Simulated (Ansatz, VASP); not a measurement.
## Two plane-wave programs on PtSe

```
Pt Se
1.0
    -0.05597    2.79841    2.79841
     2.79841   -0.05597    2.79841
     2.74244    2.74244    0.00000
Pt Se
1 1
Direct
  0.50000 0.50000 0.50000
  0.00000 0.00000 0.00000
```

Alike in both runs: functional PBE; k mesh 7 × 7 × 7; occupations fermi-dirac, width 0.05 eV; no spin polarisation.

|  | VASP | Ansatz |
| --- | --- | --- |
| version | VASP 6.6.1 | Ansatz 0.2.0 |
| potentials or method | VASP PAW PBE potentials, release 64 (Pt, Se) | Ansatz PAW |
| plane-wave cutoff (eV) | 520 | 420 |
| valence electrons in the cell | 16 | 34 |
| task | single point | band structure |

```tsv
	VASP	Ansatz	Ansatz less VASP
gap on the k mesh at the Fermi level (eV)	none	none	-
pressure (GPa)	-14.6	-14.5	+0.09
traceless stress, the component that is largest in VASP (GPa)	0.74	0.74	-0.003
```

A gap of «none» marks a metal or a gap that the smearing closes. VASP's potentials hold 16 valence electrons a cell and Ansatz's 34, so a difference there can come from the potentials and not from the codes.

Neither program's run includes spin-orbit coupling.
